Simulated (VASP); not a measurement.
# Hf (P6/mmm) in VASP: a series of runs, part 2 of 2

VASP 6.6.1. The steps go on from the part before.

**4. Relaxation of cell and atoms, PBE**

This run uses another cell than the first one: it holds 1 atom, not 2.

The input, INCAR:

```
SYSTEM = Hf
ALGO = Fast
EDIFF = 1E-6
EDIFFG = -0.01
ENCUT = 600
GGA = PE
IBRION = 2
ISIF = 3
ISMEAR = 0
LASPH = .True.
LCHARG = .False.
LREAL = .False.
LWAVE = .False.
NELM = 100
NSW = 100
PREC = Accurate
SIGMA = 0.1
```

The input, KPOINTS:

```
k-points
0
Gamma
  24 24 18
  0 0 0
```

The input, POSCAR:

```
Hf
1.0
    3.0024178171      0.0000000000      0.0000000000
   -1.5012089085      2.6001701024      0.0000000000
    0.0000000000      0.0000000000      3.0169647415
Hf
1
Direct
    0.0000000000      0.0000000000      0.5000000000
```

Potentials or basis: VASP PAW PBE potentials, release 64 (Hf_pv).

Command:

```sh
> cat potpaw_PBE.64/Hf_pv/POTCAR > POTCAR
> mpirun -np 1 vasp_std > vasp.out
```

OUTCAR:

```text
SYSTEM = Hf
   EDIFF = 1E-6
   EDIFFG = -0.01
   ENCUT = 600
   GGA = PE
   IBRION = 2
   ISIF = 3
   ISMEAR = 0
   LASPH = .True.
   LREAL = .False.
   NELM = 100
   NSW = 100
   PREC = Accurate

 ion  position               nearest neighbor table
   1  0.000  0.000  0.500-

  LATTYP: Found a hexagonal cell.
 ALAT       =     3.0024178171
 C/A-ratio  =     1.0048450700

  Lattice vectors:

 A1 = (   3.0024178171,   0.0000000000,   0.0000000000)
 A2 = (  -1.5012089085,   2.6001701024,   0.0000000000)
 A3 = (   0.0000000000,   0.0000000000,   3.0169647415)

Analysis of symmetry for initial positions (statically):
=====================================================================
 Subroutine PRICEL returns:
 Original cell was already a primitive cell.

 Routine SETGRP: Setting up the symmetry group for a
 hexagonal supercell.

 Subroutine GETGRP returns: Found 24 space group operations
 (whereof 24 operations were pure point group operations)
 out of a pool of 24 trial point group operations.

The static configuration has the point symmetry D_6h.

Analysis of symmetry for dynamics (positions and initial velocities):
=====================================================================
 Subroutine PRICEL returns:
 Original cell was already a primitive cell.

 Routine SETGRP: Setting up the symmetry group for a
 hexagonal supercell.

 Subroutine GETGRP returns: Found 24 space group operations
 (whereof 24 operations were pure point group operations)
 out of a pool of 24 trial point group operations.

The dynamic configuration has the point symmetry D_6h.

 Subroutine INISYM returns: Found 24 space group operations
 (whereof 24 operations are pure point group operations),
 and found     1 'primitive' translations

----------------------------------------------------------------------------------------

[... 128 lines left out ...]
 NGX is ok and might be reduce to    24

--------------------------------------- Ionic step        1  -------------------------------------------

 number of electron      10.0000000 magnetization

 number of electron       9.9999998 magnetization

 Free energy of the ion-electron system (eV)
  ---------------------------------------------------
  ext. energy  EPLUGINS =         0.00000000
  ---------------------------------------------------
  free energy    TOTEN  =        -9.45403886 eV

  energy without entropy =       -9.45134884  energy(sigma->0) =       -9.45269385

------------------------ aborting loop because EDIFF is reached ----------------------------------------

  FORCE on cell =-STRESS in cart. coord.  units (eV):
  Direction    XX          YY          ZZ          XY          YZ          ZX
  --------------------------------------------------------------------------------------
  -------------------------------------------------------------------------------------
  Total       -0.2189412     -0.2189412     -0.1203979     -0.0000000     -0.0000000     -0.0000000
  in kB      -14.8934379    -14.8934379     -8.1900457     -0.0000000     -0.0000000     -0.0000000
  external PRESSURE =     -12.6589738 kB  Pullay stress =       0.0000000 kB
[... 127 lines left out ...]
--------------------------------------- Ionic step        5  -------------------------------------------

 number of electron       9.9999997 magnetization

 Free energy of the ion-electron system (eV)
  ---------------------------------------------------
  ext. energy  EPLUGINS =         0.00000000
  ---------------------------------------------------
  free energy    TOTEN  =        -9.45528824 eV

  energy without entropy =       -9.45268748  energy(sigma->0) =       -9.45398786

 E-fermi :   4.2509     XC(G=0): -11.0563

 val. band max:        4.2496708547   @ k =   0.4167   0.1667   0.1111
 cond. band min:       4.2518266625   @ k =   0.2500   0.2500   0.3889
 fundamental gap:      0.0021558078
 Fermi energy:         4.2509338075

 k-point     1 :       0.0000    0.0000    0.0000
  band No.  band energies     occupation
      1     -25.8011      2.00000
      2     -25.5452      2.00000
      3     -25.5452      2.00000
      4      -2.5206      2.00000
      5       2.7451      2.00000
      6       6.0108      0.00000
      7       6.0108      0.00000
      8      10.9187      0.00000
      9      10.9187      0.00000
[... 265 lines left out ...]
 k-point    24 :       0.4583    0.0417    0.0000
  band No.  band energies     occupation
      1     -26.5897      2.00000
      2     -25.8019      2.00000
      3     -25.6720      2.00000
      4       1.0520      2.00000
      5       3.6373      2.00000
      6       5.1709      0.00000
      7       6.8048      0.00000
      8       9.9591      0.00000
      9      11.8275      0.00000

 [... further k-points ...]

------------------------ aborting loop because EDIFF is reached ----------------------------------------

  FORCE on cell =-STRESS in cart. coord.  units (eV):
  Direction    XX          YY          ZZ          XY          YZ          ZX
  --------------------------------------------------------------------------------------
  -------------------------------------------------------------------------------------
  Total        0.0017663      0.0017663      0.0051493      0.0000000      0.0000000      0.0000000
  in kB        0.1217978      0.1217978      0.3550848      0.0000000      0.0000000      0.0000000
  external PRESSURE =       0.1995602 kB  Pullay stress =       0.0000000 kB
[... 16 lines left out ...]
  FREE ENERGIE OF THE ION-ELECTRON SYSTEM (eV)
  ---------------------------------------------------
  free  energy   TOTEN  =        -9.4552882405 eV

  energy  without entropy=       -9.4526874769  energy(sigma->0) =       -9.45398786

 reached required accuracy - stopping structural energy minimisation
```

CONTCAR:

```text
Hf
   1.00000000000000
     2.9876716034374446   -0.0000000000002839    0.0000000000000000
    -1.4938358016692137    2.5873995067584943    0.0000000000000000
     0.0000000000000000   -0.0000000000000000    3.0055949168818548
  Hf
     1
Direct
     0.0000000000000000    0.0000000000000000    0.5000000000000000

  0.00000000E+00  0.00000000E+00  0.00000000E+00
```

It took 99 s on 1 thread of Intel Xeon 6975P-C (Granite Rapids), shared host; peak memory 0.29 GiB.

Results:

```
Free energy                           : -9.4553 eV
Relaxed volume                        : 23.23 Å³/atom
Relaxed cell                          : a = 2.988 Å, b = 2.988 Å, c = 3.006 Å, α = 90.00°, β = 90.00°, γ = 120.00°
Space group after relaxing (to 0.1 Å) : P6/mmm (No. 191)
Energy gained by relaxing             : 1.2 meV/atom
Ionic steps                           : 5
Pressure after relaxing               : 0.0 GPa
Band gap on the k mesh                : zero (bands 5 and 6 overlap by 0.92 eV)
```

The path:
```csv
step,energy change (eV),largest force (eV/Å),pressure (GPa),volume (Å³)
1,0.0000,0.0000,-1.27,23.55
2,0.0002,0.0000,1.31,22.92
3,-0.0012,0.0000,-0.05,23.25
4,-0.0012,0.0000,-0.02,23.25
5,-0.0012,0.0000,0.02,23.23
```

Final structure:
```
Hf
1.0
     2.98767    0.00000    0.00000
    -1.49384    2.58740    0.00000
     0.00000    0.00000    3.00559
Hf
1
Direct
  0.00000 0.00000 0.50000
```

Levels at points of the mesh, in eV from the Fermi level:
```csv
k point,band 1,band 2,band 3,band 4,band 5,band 6,band 7,band 8,band 9
"(0.00, 0.00, 0.00)",-30.05,-29.80,-29.80,-6.77,-1.51,1.76,1.76,6.67,6.67
"(0.50, 0.00, 0.00)",-30.85,-30.04,-29.92,-3.25,-0.60,0.95,2.52,5.77,7.63
"(0.00, 0.00, 0.50)",-30.76,-29.74,-29.74,-3.82,-0.53,2.36,2.36,4.13,4.13
"(0.50, 0.00, 0.50)",-30.75,-30.58,-29.98,-2.69,-1.72,2.64,5.01,5.50,7.87
```

Caveat: spin-orbit coupling is left out, which moves the levels of the heavy elements.

**5. The runs side by side**

| task | cell | k mesh | cutoff (eV) | gap on the mesh (eV) | pressure (GPa) | relaxed volume (Å³/atom) |
| --- | --- | --- | --- | --- | --- | --- |
| relaxation of cell and atoms | relaxed from a = 2.988, b = 2.988, c = 6.815 Å, angles 90.0, 90.0, 120.0°, 2 atoms, atomic positions A | 6 × 6 × 4 | 600 | none | 0.1 | 23.47 |
| single point | a = 2.992, b = 2.992, c = 3.010 Å, angles 90.0, 90.0, 120.0°, 1 atom, atomic positions B | 24 × 24 × 18 | 520 | none | -0.3 | - |
| relaxation of cell and atoms | relaxed from a = 3.002, b = 3.002, c = 3.017 Å, angles 90.0, 90.0, 120.0°, 1 atom, atomic positions B | 24 × 24 × 18 | 600 | none | 0.0 | 23.23 |

Alike in all rows: level PBE; potentials or basis VASP PAW PBE potentials, release 64 (Hf_pv); no spin polarisation; smearing gaussian 0.1 eV.

Caveats: some runs use coarse meshes; spin-orbit coupling is left out, which moves the levels of the heavy elements.

Absolute energies hang on the potentials; compare differences alone.
